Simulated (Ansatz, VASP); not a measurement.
One calculation of Au, two programs

```xyz
1
Lattice="0.0000 2.0415 2.0415 2.0415 0.0000 2.0415 2.0415 2.0415 0.0000" Properties=species:S:1:pos:R:3 pbc="T T T"
Au    0.0000    0.0000    0.0000
```

Alike in both runs: functional PBEsol; k mesh 26 × 26 × 26; occupations fermi-dirac, width 0.08 eV; no spin polarisation.

Ansatz relaxed the structure, and its values are those at the end. VASP's run is a single point on that final structure, the one shown.

|  | VASP | Ansatz |
| --- | --- | --- |
| version | VASP 6.6.1 | Ansatz 0.2.0 |
| potentials or method | VASP PAW PBE potentials, release 64 (Au) | PAW with Ansatz's default frozen-core files, scalar-relativistic |
| plane-wave cutoff (eV) | 520 | 420 |
| valence electrons in the cell | 11 | 19 |

Ansatz gave:

| Item | Value |
| --- | --- |
| pressure (GPa) | 0.0 |

What did VASP give for the same quantities?

Pressure (GPa): -0.3.

VASP's potentials were made for PBE, not for PBEsol. VASP's potentials hold 11 valence electrons a cell and Ansatz's 19, so a difference there can come from the potentials and not from the codes.

Neither program's run includes spin-orbit coupling.
